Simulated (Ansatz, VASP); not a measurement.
**Two plane-wave programs on CuI**

```
Cu I
1.0
     3.76186    0.00000    0.00000
     0.00000    3.76186    0.00000
     0.00000    0.00000    6.09169
Cu I
2 2
Direct
  0.50000 0.50000 0.00000
  0.00000 0.00000 0.00000
  0.50000 0.00000 0.29182
  0.00000 0.50000 0.70818
```

Change from the starting cell: equal strain along all axes, cell held, atoms relaxed: -6.0 %.

Alike in both runs: functional PBEsol; k mesh 8 × 8 × 4; occupations gaussian, width 0.02 eV; no spin polarisation.

Ansatz relaxed the structure, and its values are those at the end. VASP's run is a single point on that final structure, the one shown.

```csv
,VASP,Ansatz
version,VASP 6.6.1,Ansatz 0.2.0
potentials or method,"VASP PAW PBE potentials, release 64 (Cu, I), cutoff 520 eV","scalar-relativistic, plane waves, PAW"
valence electrons in the cell,36,72
```

Ansatz gave:

```
gap on the k mesh at the Fermi level (eV) : 1.46
least direct gap on the mesh (eV)         : 1.46
pressure (GPa)                            : 6.5
rms of the force components (eV/Å)        : 0.000
```

Task: Which values does VASP return?

Result: gap on the k mesh at the Fermi level (eV): 1.47; least direct gap on the mesh (eV): 1.47; pressure (GPa): 6.7; rms of the force components (eV/Å): 0.009.

VASP's potentials were made for PBE, not for PBEsol. The functional is the same, so the differences come from potentials, cutoffs and numerics. VASP's potentials hold 36 valence electrons a cell and Ansatz's 72, so a difference there can come from the potentials and not from the codes. Ansatz's warnings: stress scf threshold loose.

Neither program's run includes spin-orbit coupling.
